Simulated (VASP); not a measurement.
Runs of VASP 6.6.1 on MgO. The structure is that of space group P6_3mc (No. 186), or close to it. The cells are those of the table. 

| cell | gap on the mesh (eV) | pressure (GPa) | largest force (eV/Å) |
| --- | --- | --- | --- |
| a = 3.563, b = 3.563, c = 4.294 Å, angles 90.0, 90.0, 120.0°, 4 atoms | 3.28 | 10.8 | 4.62 |
| a = 3.113, b = 3.113, c = 5.627 Å, angles 90.0, 90.0, 120.0°, 4 atoms | 3.66 | 10.7 | 1.14 |
| a = 3.254, b = 3.254, c = 5.148 Å, angles 90.0, 90.0, 120.0°, 4 atoms | 3.54 | 4.0 | 0.45 |
| a = 3.353, b = 3.353, c = 4.849 Å, angles 90.0, 90.0, 120.0°, 4 atoms | 3.40 | 2.7 | 0.48 |
| a = 3.401, b = 3.401, c = 4.713 Å, angles 90.0, 90.0, 120.0°, 4 atoms | (b) | 3.2 | (a) |

Alike in all rows: task single point; level PBE; potentials or basis VASP PAW PBE potentials, release 64 (Mg, O); no spin polarisation; k mesh 9 × 9 × 6; cutoff (eV) 520; smearing gaussian 0.05 eV.

Problem. Fill in the values left out.

Solution. (a) 1.12; (b) 3.35.

Caveats: forces of over 1 eV/Å act on the atoms, so gaps and moduli don't describe the material at rest (some runs).

A k mesh can miss the band edges.
